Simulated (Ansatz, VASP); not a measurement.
## SnTe: VASP beside Ansatz

```
Sn Te
1.0
     0.00000    3.14594    3.14594
     3.14594    0.00000    3.14594
     3.14594    3.14594    0.00000
Sn Te
1 1
Direct
  0.00000 0.00000 0.00000
  0.50000 0.50000 0.50000
```

Change from the starting cell: volume scaled by 0.99, crystal datasets.

Alike in both runs: task electric field gradients; functional PBEsol; k mesh 11 × 11 × 11; occupations fermi-dirac, width 0.08 eV; no spin polarisation.

|  | VASP | Ansatz |
| --- | --- | --- |
| version | VASP 6.6.1 | Ansatz 0.2.0 |
| potentials or method | VASP PAW PBE potentials, release 64 (Sn_d, Te), cutoff 520 eV | all-electron PAW with datasets made for the crystal, scalar-relativistic |

```tsv
	VASP	Ansatz	Ansatz less VASP
pressure (GPa)	-0.1	-0.1	0.00
```

VASP's potentials were made for PBE, not for PBEsol. Ansatz ran all-electron here, and VASP with PAW potentials.

Neither program's run includes spin-orbit coupling.
